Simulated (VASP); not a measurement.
Write the native input for VASP 6.6.1 that does the following.

| Item | Value |
| --- | --- |
| Task | single point |
| Functional | PBE |
| Potentials or basis | VASP PAW PBE potentials, release 64 (Al, N) |
| Cutoff | 520 eV |
| k mesh | 6 × 6 × 6 |
| Occupations | gaussian, width 0.05 eV |
| Spin | no spin polarisation |
| Dipole correction | no |
| Further INCAR settings | ALGO = Normal; EDIFF = 1e-06; NBANDS = 26 |

The structure of AlN lies in POSCAR:

```
AlN
1.0
    4.2773084959     -0.1375421440     -0.2105916891
    0.1375421440     -4.3455113315      0.1566965004
    0.2105916891      0.1566965004     -4.2795351724
Al N
4 4
Direct
    0.0202444821      0.5255958037      0.4989496925
    0.4755020702     -0.0050970489      0.4921200875
    0.4726497325      0.5531235741      0.0039808837
    0.0388737368     -0.0335387968     -0.0145189176
    0.7264405494      0.7243443066      0.7673401830
    0.2138837109      0.2634722740      0.7855310390
    0.2830713396      0.7444263364      0.2129226034
    0.7693343785      0.2276735509      0.2536744285
```

This cell differs from its parent crystal: atoms moved at random and the cell strained at random.

These files were run (other wordings do the same):

INCAR

```
  ALGO = Normal
  EDIFF = 1E-6
  ENCUT = 520
  GGA = PE
  ISIF = 2
  ISMEAR = 0
  LASPH = True
  LCHARG = True
  LELF = True
  LREAL = False
  LVHAR = True
  LWAVE = False
  NBANDS = 26
  NELM = 80
  PREC = Accurate
  SIGMA = 0.05
```

KPOINTS

```
k-points
0
Gamma
  6 6 6
```

Potentials or basis: VASP PAW PBE potentials, release 64 (Al, N).

Run with:

```bash
$ cat potpaw_PBE.64/Al/POTCAR potpaw_PBE.64/N/POTCAR > POTCAR
$ mpirun -np 1 vasp_std > vasp.out
```

Results of the run:

| Property | Result |
| --- | --- |
| Pressure | 43.9 GPa |
| Largest force | 31.104 eV/Å |
| Band gap on the k mesh | 0.24 eV, indirect (least direct gap 0.41 eV) |

Caveat: the cell differs from its parent crystal (atoms moved at random and the cell strained at random); forces of over 1 eV/Å act on the atoms, so gaps and moduli don't describe the material at rest.

Run time: 2.1 min on 1 thread of Intel(R) Xeon(R) Platinum 8259CL CPU @ 2.50GHz (Skylake/Cascade Lake), on a shared host, peak memory 0.28 GiB.
